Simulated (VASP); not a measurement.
# Pt (Fd-3m) in VASP: further runs

Pt is run at these levels: PBE; tasks: relaxation of cell and atoms, single point.

Program: VASP 6.6.1. These are calculated values, not measurements. Logs are shortened: lines on timing, memory, paths and dates and some standing lists are left out, and cuts for length are marked.

## 1. The cell of the first run

Symmetry: Fd-3m, No. 227, cubic system. Conventional cell: a = 5.463 Å, b = 5.463 Å, c = 5.463 Å, α = 90.00°, β = 90.00°, γ = 90.00°. Within 3.1 Å of Pt (site symmetry -43m) lie 4 Pt at 2.37 Å.

This isn't the form of Pt at room conditions, which is fcc.

## 2. Relaxation of cell and atoms, PBE

Contents of INCAR:

```
  PREC = Accurate
  ENCUT = 600
  EDIFF = 1E-6
  ISMEAR = -1
  SIGMA = 0.1
  LREAL = False
  LASPH = True
  NELM = 80
  ALGO = Normal
  ISIF = 3
  LWAVE = False
  LCHARG = False
  GGA = PE
  IBRION = 2
  NSW = 80
  EDIFFG = -0.01
```

Contents of KPOINTS:

```
regular mesh
0
Gamma
  10 10 10
```

Contents of POSCAR:

```
Pt
1.0
    0.0000000000      2.7314125730      2.7314125730
    2.7314125730      0.0000000000      2.7314125730
    2.7314125730      2.7314125730      0.0000000000
Pt
2
Direct
    0.1250000000      0.1250000000      0.1250000000
    0.8750000000      0.8750000000      0.8750000000
```

Potentials or basis: VASP PAW PBE potentials, release 64 (Pt).

Command:

```bash
> cat potpaw_PBE.64/Pt/POTCAR > POTCAR
> mpirun -np 1 vasp_std > vasp.out
```

OUTCAR:

```text
PREC = Accurate
   ENCUT = 600
   EDIFF = 1E-6
   ISMEAR = -1
   LREAL = False
   LASPH = True
   NELM = 80
   ISIF = 3
   GGA = PE
   IBRION = 2
   NSW = 80
   EDIFFG = -0.01

 ion  position               nearest neighbor table
   1  0.125  0.125  0.125-   2 2.37   2 2.37   2 2.37   2 2.37
   2  0.875  0.875  0.875-   1 2.37   1 2.37   1 2.37   1 2.37

  LATTYP: Found a face centered cubic cell.
 ALAT       =     5.4628251460

  Lattice vectors:

 A1 = (   0.0000000000,   2.7314125730,   2.7314125730)
 A2 = (   2.7314125730,   0.0000000000,   2.7314125730)
 A3 = (   2.7314125730,   2.7314125730,   0.0000000000)

Analysis of symmetry for initial positions (statically):
=====================================================================
 Subroutine PRICEL returns:
 Original cell was already a primitive cell.

 Routine SETGRP: Setting up the symmetry group for a
 face centered cubic supercell.

 Subroutine GETGRP returns: Found 48 space group operations
 (whereof 12 operations were pure point group operations)
 out of a pool of 48 trial point group operations.

The static configuration has the point symmetry D_3d.
 The point group associated with its full space group is O_h .

Analysis of symmetry for dynamics (positions and initial velocities):
=====================================================================
 Subroutine PRICEL returns:
 Original cell was already a primitive cell.

 Routine SETGRP: Setting up the symmetry group for a
 face centered cubic supercell.

 Subroutine GETGRP returns: Found 48 space group operations
 (whereof 12 operations were pure point group operations)
 out of a pool of 48 trial point group operations.

The dynamic configuration has the point symmetry D_3d.
 The point group associated with its full space group is O_h .

 Subroutine INISYM returns: Found 48 space group operations
 (whereof 12 operations are pure point group operations),
 and found     1 'primitive' translations

----------------------------------------------------------------------------------------

                                     Primitive cell

  volume of cell :      40.7560

  direct lattice vectors                    reciprocal lattice vectors
     0.000000000  2.731412573  2.731412573    -0.183055465  0.183055465  0.183055465
     2.731412573  0.000000000  2.731412573     0.183055465 -0.183055465  0.183055465
     2.731412573  2.731412573  0.000000000     0.183055465  0.183055465 -0.183055465

  length of vectors
[... 97 lines left out ...]
   ISMEAR =    -1;   SIGMA  =   0.10  broadening in eV -4-tet -1-fermi 0-gaus
   EFERMI_NEDOS =   21; number of points for ismear=-14 and -15
   IALGO  =     38    algorithm
   IMIX   =      4    mixing-type and parameters
     AMIX     =   0.40;   BMIX     =  1.00
     AMIX_MAG =   1.60;   BMIX_MAG =  1.00
  volume/ion in A,a.u.               =      20.38       137.52
  Fermi-wavevector in a.u.,A,eV,Ry     =   1.291281  2.440168 22.686455  1.667407
  Thomas-Fermi vector in A             =   2.423061
   LORBIT       =      0    0 simple, 1 ext, 2 COOP (PROOUT), +10 PAW based schemes
   GGA     = PE    functional components
   LHFCALC =     F    Hartree Fock is set to
   AEXX    =    0.0000 exact exchange contribution
   IVDW    =     0    specifies the selected vdW correction
   LEPSILON=     F    determine dielectric tensor
   LRPA    =     F    only Hartree local field effects (RPA)
 conjugate gradient relaxation of ions
 non-spin polarized calculation
  energy-cutoff  :      600.00
  volume of cell :       40.76
 maximum number of plane-waves:      1380
   NGX = 15   NGY = 15   NGZ = 15

--------------------------------------- Ionic step        1  -------------------------------------------

 number of electron      20.0000001 magnetization

 Free energy of the ion-electron system (eV)
  ---------------------------------------------------
  ext. energy  EPLUGINS =         0.00000000
  ---------------------------------------------------
  free energy    TOTEN  =        -9.57166413 eV

  energy without entropy =       -9.45114250  energy(sigma->0) =       -9.51140332

------------------------ aborting loop because EDIFF is reached ----------------------------------------

  FORCE on cell =-STRESS in cart. coord.  units (eV):
  Direction    XX          YY          ZZ          XY          YZ          ZX
  --------------------------------------------------------------------------------------
  -------------------------------------------------------------------------------------
  Total        7.4635109      7.4635109      7.4635109     -0.0000000      0.0000000     -0.0000000
  in kB      293.4011730    293.4011730    293.4011730     -0.0000000      0.0000000     -0.0000000
  external PRESSURE =     293.4011730 kB  Pullay stress =       0.0000000 kB
[... 23 lines left out ...]
--------------------------------------- Ionic step        2  -------------------------------------------

 number of electron      19.9999994 magnetization

 E-fermi :   1.7096     XC(G=0):  -8.7196

 val. band max:        1.7063410733   @ k =   0.3000   0.2000   0.1000
 cond. band min:       1.7164467226   @ k =  -0.3000   0.4000   0.2000
 fundamental gap:      0.0101056493
 Fermi energy:         1.7095633282

 k-point     1 :       0.0000    0.0000    0.0000
  band No.  band energies     occupation
      1      -3.1426      2.00000
      2      -0.9624      2.00000
      3      -0.9624      2.00000
      4      -0.9624      2.00000
      5      -0.9442      2.00000
      6      -0.9442      2.00000
      7       0.6363      1.99996
      8       0.6363      1.99996
      9       0.6363      1.99996
     10       1.5673      1.61136
     11       1.5673      1.61136
     12       9.7147      0.00000
     13      10.8309      0.00000
     14      10.8348      0.00000
[... 498 lines left out ...]
--------------------------------------- Ionic step        5  -------------------------------------------

 number of electron      20.0000001 magnetization

 Free energy of the ion-electron system (eV)
  ---------------------------------------------------
  ext. energy  EPLUGINS =         0.00000000
  ---------------------------------------------------
  free energy    TOTEN  =       -10.14017469 eV

  energy without entropy =       -9.98524717  energy(sigma->0) =      -10.06271093

 E-fermi :   5.0402     XC(G=0): -10.4330

 val. band max:        5.0343768384   @ k =  -0.3000   0.1000   0.0000
 cond. band min:       5.0473239044   @ k =   0.1000   0.1000   0.0000
 fundamental gap:      0.0129470660
 Fermi energy:         5.0402001230

 k-point     1 :       0.0000    0.0000    0.0000
  band No.  band energies     occupation
      1      -1.9329      2.00000
      2       0.6159      2.00000
      3       0.6159      2.00000
      4       0.7655      2.00000
      5       0.7655      2.00000
      6       0.7655      2.00000
      7       3.2108      2.00000
      8       3.2108      2.00000
      9       3.2108      2.00000
     10       4.9504      1.42127
     11       4.9504      1.42127
     12      15.4612      0.00000
     13      15.6055      0.00000
     14      16.5723      0.00000
[... 420 lines left out ...]
  FREE ENERGIE OF THE ION-ELECTRON SYSTEM (eV)
  ---------------------------------------------------
  free  energy   TOTEN  =       -10.1401746857 eV

  energy  without entropy=       -9.9852471730  energy(sigma->0) =      -10.06271093

 reached required accuracy - stopping structural energy minimisation
```

CONTCAR:

```text
Pt
   1.00000000000000
    -0.0000000000000000    2.8868972133186852    2.8868972133186852
     2.8868972133186852    0.0000000000000000    2.8868972133186852
     2.8868972133186852    2.8868972133186852   -0.0000000000000000
  Pt
     2
Direct
     0.1250000000000000    0.1250000000000000    0.1250000000000000
     0.8750000000000000    0.8750000000000000    0.8750000000000000

  0.00000000E+00  0.00000000E+00  0.00000000E+00
  0.00000000E+00  0.00000000E+00  0.00000000E+00
```

It took 1.7 min on 1 thread of Intel Xeon 8259CL, shared host; peak memory 0.2 GiB.

Results:

```yaml
Free_energy: -10.1402 eV
Relaxed_volume: 24.06 Å³/atom
Relaxed_cell: a = 4.083 Å, b = 4.083 Å, c = 4.083 Å, α = 60.00°, β = 60.00°, γ = 60.00°
Space_group_after_relaxing_to_0.1_Å: Fd-3m (No. 227)
Energy_gained_by_relaxing: 284.3 meV/atom
Ionic_steps: 5
Pressure_after_relaxing: 0.0 GPa
Band_gap_on_the_k_mesh: zero (bands 10 and 11 overlap by 0.57 eV)
```

Step by step:
| step | energy change (eV) | largest force (eV/Å) | pressure (GPa) | volume (Å³) |
| --- | --- | --- | --- | --- |
| 1 | 0.0000 | 0.0000 | 29.34 | 40.76 |
| 2 | 0.6988 | 0.0000 | -14.84 | 66.97 |
| 3 | -0.5625 | 0.0000 | -2.04 | 49.03 |
| 4 | -0.5681 | 0.0000 | -0.55 | 48.36 |
| 5 | -0.5685 | 0.0000 | 0.00 | 48.12 |

Final structure:
```yaml
crystal:
  lattice:
    - [0.00000, 2.88690, 2.88690]
    - [2.88690, 0.00000, 2.88690]
    - [2.88690, 2.88690, 0.00000]
  atoms:
    - { symbol: Pt, position: [0.12500, 0.12500, 0.12500] }
    - { symbol: Pt, position: [0.87500, 0.87500, 0.87500] }
```

Levels at points of the mesh, in eV from the Fermi level:
| k point | band 7 | band 8 | band 9 | band 10 | band 11 | band 12 | band 13 | band 14 |
| --- | --- | --- | --- | --- | --- | --- | --- | --- |
| (0.00, 0.00, 0.00) | -1.83 | -1.83 | -1.83 | -0.09 | -0.09 | 10.42 | 10.57 | 11.53 |
| (0.50, 0.00, 0.00) | -1.35 | -1.35 | -1.29 | -0.41 | -0.41 | 0.74 | 7.94 | 7.94 |
| (0.50, 0.50, 0.00) | -2.43 | -2.43 | -0.15 | -0.15 | 1.28 | 1.28 | 3.90 | 3.90 |

Caveat: the volume moved by over 15 % at a fixed basis, so the end points are rough; spin-orbit coupling is left out, which moves the levels of the heavy elements.

## 3. Single point, PBE

This run uses another cell than the first one, of 24.13 Å³/atom.

Contents of INCAR:

```
SYSTEM = Pt
  PREC = Accurate
  ENCUT = 520
  EDIFF = 1E-7
  ISMEAR = -1
  SIGMA = 0.1
  LREAL = .False.
  LASPH = .True.
  NELM = 60
  ALGO = Normal
  ISIF = 2
  LWAVE = .False.
  LCHARG = .False.
  GGA = PE
  NBANDS = 17
```

Contents of KPOINTS:

```
Automatic mesh
0
Gamma
  15 15 15
  0 0 0
```

Contents of POSCAR:

```
Pt
1.0
    0.0000000000      2.8898829689      2.8898829689
    2.8898829689      0.0000000000      2.8898829689
    2.8898829689      2.8898829689      0.0000000000
Pt
2
Direct
    0.1250000000      0.1250000000      0.1250000000
    0.8750000000      0.8750000000      0.8750000000
```

Potentials or basis: VASP PAW PBE potentials, release 64 (Pt).

Command:

```bash
> cat potpaw_PBE.64/Pt/POTCAR > POTCAR
> mpirun -np 1 vasp_std > vasp.out
```

Wall time 91 s (1 thread of Intel Xeon 8259CL, shared host); peak memory 0.23 GiB.

It converged, with:

```yaml
Free_energy: -10.1416 eV
Pressure: -0.3 GPa
Band_gap_on_the_k_mesh: zero (bands 10 and 11 overlap by 0.60 eV)
```

Levels at points of the mesh, in eV from the Fermi level:
```csv
k point,band 8,band 9,band 10,band 11,band 12,band 13
"(0.00, 0.00, 0.00)",-1.82,-1.82,-0.09,-0.09,10.40,10.55
```

Caveat: spin-orbit coupling is left out, which moves the levels of the heavy elements.
